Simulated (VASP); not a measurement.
Crystal: MoS2.

```
Mo S
1.0
     3.17302    0.00000    0.00000
    -1.58651    2.74792    0.00000
     0.00000    0.00000   12.43591
Mo S
2 4
Direct
  0.33333 0.66667 0.25000
  0.66667 0.33333 0.75000
  0.33333 0.66667 0.62490
  0.66667 0.33333 0.12490
  0.33333 0.66667 0.87510
  0.66667 0.33333 0.37510
```

Base run:

```yaml
Program: VASP 6.6.1
Functional: LDA
Potentials_or_basis: VASP PAW LDA potentials, release 64 (Mo_sv, S)
Cutoff: 520 eV
k_mesh: 12 × 12 × 2
Occupations: gaussian, width 0.01 eV
Spin: no spin polarisation
```

Its results: band gap on the k mesh 0.87 eV (least direct gap 1.64 eV); pressure -5.1 GPa; largest force 0.306 eV/Å.

Task: The run is repeated on the same cell with these changes: functional from LDA to r2SCAN; potentials or basis from VASP PAW LDA potentials, release 64 (Mo_sv, S) to VASP PAW PBE potentials, release 64 (Mo_sv, S). What comes out?

Result: Band gap on the k mesh 1.05 eV (least direct gap 1.75 eV); pressure 1.2 GPa; largest force 0.051 eV/Å.

Caveats: the cell stands under tension (at least some runs); the PAW data sets were made with another functional, which shifts forces and pressure a little (at least some runs).

A k mesh can miss the band edges.
